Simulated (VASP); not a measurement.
**GeW: single point with PBE**

The system is GeW.

```
Ge W
1.0
    -3.14183    3.14183    3.12449
     3.14183   -3.14183    3.12449
     3.14183    3.14183   -3.12449
Ge W
4 4
Direct
  0.75000 0.25000 0.50000
  0.25000 0.75000 0.50000
  0.25000 0.25000 0.00000
  0.75000 0.75000 0.00000
  0.74997 0.24997 0.99995
  0.24997 0.25003 0.50000
  0.25003 0.75003 0.00005
  0.75003 0.74997 0.50000
```

The cell was built from a structure type or drawn by symmetry, and may not be a known phase.

```
Program                : VASP 6.6.1
Task                   : single point
Functional             : PBE
Potentials or basis    : VASP PAW PBE potentials, release 64 (Ge_d, W_sv)
Cutoff                 : 500 eV
k mesh                 : 4 × 4 × 4
Occupations            : gaussian, width 0.2 eV
Spin                   : no spin polarisation
Dipole correction      : no
Further INCAR settings : ALGO = Normal; EDIFF = 1e-06; NBANDS = 66
```

```yaml
Pressure: -0.2 GPa
Band_gap_on_the_k_mesh: zero (bands 56 and 57 overlap by 2.43 eV)
```

Forces on the atoms (eV/Å):
```
Ge   0.000  0.000  0.000
Ge   0.000  0.000  0.000
Ge   0.000  0.000  0.000
Ge   0.000  0.000  0.000
W    0.002  0.002  0.000
W   -0.002  0.002  0.000
W   -0.002 -0.002  0.000
W    0.002 -0.002  0.000
```

Levels at points of the mesh, in eV from the Fermi level:
| k point | band 53 | band 54 | band 55 | band 56 | band 57 | band 58 | band 59 | band 60 |
| --- | --- | --- | --- | --- | --- | --- | --- | --- |
| (0.00, 0.00, 0.00) | -0.27 | -0.25 | -0.25 | -0.20 | -0.20 | 1.51 | 1.56 | 1.56 |
| (0.50, 0.00, 0.00) | -0.78 | -0.78 | -0.66 | -0.66 | 0.07 | 0.07 | 0.55 | 0.55 |
| (0.50, 0.50, 0.00) | -0.70 | -0.70 | -0.67 | -0.67 | 0.08 | 0.08 | 0.59 | 0.59 |
| (0.50, 0.50, 0.50) | -1.89 | -1.80 | -1.80 | 1.76 | 1.79 | 1.79 | 3.26 | 3.26 |

Wall time 3.1 min on 1 thread of Intel Xeon 8259CL (shared host), peak memory 0.28 GiB.

Caveat: spin-orbit coupling is left out, which moves the levels of the heavy elements.
